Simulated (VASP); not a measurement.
A run of VASP 6.6.1 is set up as follows.

File INCAR:

```
SYSTEM = TlHS
  ALGO = Normal
  EDIFF = 1E-6
  ENCUT = 1000
  GGA = PE
  GGA_COMPAT = .FALSE.
  ISIF = 2
  ISMEAR = 0
  LASPH = .TRUE.
  LCHARG = .FALSE.
  LREAL = .FALSE.
  LWAVE = .FALSE.
  NBANDS = 17
  NELM = 120
  NELMDL = -8
  PREC = Accurate
  SIGMA = 0.01
```

Contents of KPOINTS:

```
k-points
0
G
  1 1 1
  0 0 0
```

File POSCAR:

```
TlHS
1.0
   10.3600000000      0.0000000000      0.0000000000
    0.0000000000      9.0000000000      0.0000000000
    0.0000000000      0.0000000000     11.7200000000
Tl S H
1 1 1
Direct
    0.4525000000      0.5000000000      0.3839590400
    0.4343629300      0.5000000000      0.6077628000
    0.5658957500      0.5000000000      0.6163003400
```

Potentials or basis: VASP PAW PBE potentials, release 64 (Tl_d, S, H_h).

Launch:

```bash
$ cat potpaw_PBE.64/Tl_d/POTCAR potpaw_PBE.64/S/POTCAR potpaw_PBE.64/H_h/POTCAR > POTCAR
$ mpirun -np 1 vasp_gam > vasp.out
```

(1) Estimate the largest force.

(2) Estimate the gap between the frontier levels.

## Answers

(1) 0.346 eV/Å.

(2) 2.87 eV.

Caveat: spin-orbit coupling is left out, which moves the levels of the heavy elements.
